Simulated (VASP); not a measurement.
Write the native input for VASP 6.6.1 that does the following.

| Quantity | Value |
| --- | --- |
| Task | single point |
| Functional | r2SCAN |
| Potentials or basis | VASP PAW PBE potentials, release 64 (Mn_pv, O) |
| Cutoff | 660 eV |
| k mesh | 7 × 7 × 7 |
| Occupations | gaussian, width 0.05 eV |
| Spin | collinear spin, ferromagnetic start |
| Starting moments | [5.0, 5.0, 0.0, 0.0] μB |
| Hubbard terms | Mn d U = 1.0 eV |
| Dipole correction | no |
| Further INCAR settings | ALGO = Normal; EDIFF = 1e-06; NBANDS = 31 |

MnO:

```xyz
4
Lattice="0.0000 2.2220 2.2220 2.2220 0.0000 2.2220 4.4440 4.4440 0.0000" Properties=species:S:1:pos:R:3 pbc="T T T"
Mn    0.0000    0.0000    0.0000
Mn    2.2220    2.2220    0.0000
O     2.2220    2.2220    2.2220
O     4.4440    4.4440    2.2220
```

One way to write it, as run:

POSCAR

```
MnO
1.0
    0.0000000000      2.2220003300      2.2220003300
    2.2220003300      0.0000000000      2.2220003300
    4.4440006600      4.4440006600      0.0000000000
Mn O
2 2
Direct
    0.0000000000      0.0000000000      0.0000000000
    0.0000000000      0.0000000000      0.5000000000
    0.5000000000      0.5000000000      0.2500000000
    0.5000000000      0.5000000000      0.7500000000
```

INCAR.step1

```
SYSTEM = MnO
  PREC = Accurate
  ENCUT = 660
  ISMEAR = 0
  SIGMA = 0.05
  LREAL = .False.
  LASPH = .True.
  NELM = 200
  ISPIN = 2
  MAGMOM = 5 5 0 0
  LMAXMIX = 4
  LDAU = .True.
  LDAUTYPE = 2
  LDAUL = 2 -1
  LDAUU = 1 0
  LDAUJ = 0 0
  NBANDS = 31
  GGA = PE
  ALGO = Normal
  EDIFF = 1E-5
  LWAVE = .True.
  LCHARG = .False.
  GGA_COMPAT = .False.
```

INCAR.step2

```
SYSTEM = MnO
  PREC = Accurate
  ENCUT = 660
  EDIFF = 1E-6
  ISMEAR = 0
  SIGMA = 0.05
  LREAL = .False.
  LASPH = .True.
  NELM = 200
  ALGO = Normal
  ISIF = 2
  LWAVE = .False.
  LCHARG = .True.
  ISPIN = 2
  MAGMOM = 5 5 0 0
  LORBIT = 11
  LMAXMIX = 4
  LDAU = .True.
  LDAUTYPE = 2
  LDAUL = 2 -1
  LDAUU = 1 0
  LDAUJ = 0 0
  LDAUPRINT = 1
  METAGGA = R2SCAN
  LMIXTAU = .True.
  LELF = .True.
  LVHAR = .True.
  NBANDS = 31
  ISTART = 1
  GGA_COMPAT = .False.
```

KPOINTS

```
Automatic mesh
0
Gamma
  7 7 7
  0 0 0
```

Potentials or basis: VASP PAW PBE potentials, release 64 (Mn_pv, O).

The run is started by

```console
$ cat potpaw_PBE.64/Mn_pv/POTCAR potpaw_PBE.64/O/POTCAR > POTCAR
$ cp INCAR.step1 INCAR
$ mpirun -np 1 vasp_std > vasp.out
$ cp INCAR.step2 INCAR
$ mpirun -np 1 vasp_std > vasp.out
```

It gave:

```
Pressure                                              : 1.3 GPa
Band gap on the k mesh                                : 0.18 eV
Net moment                                            : 10.00 μB per cell
Site moments                                          : Mn +4.58; O +0.21 μB
Valence electrons inside the program's atomic spheres : Mn 11.34; O 5.04
```

Caveat: the PAW data sets were made with another functional, which shifts forces and pressure a little; an odd mesh through Γ misses points on the zone boundary, where band edges can lie; only a ferromagnetic start was run, and an antiferromagnetic order may lie lower in energy.

Wall time 19 min on 1 thread of Intel Xeon 8259CL, with other jobs on the host, peak memory 0.32 GiB.
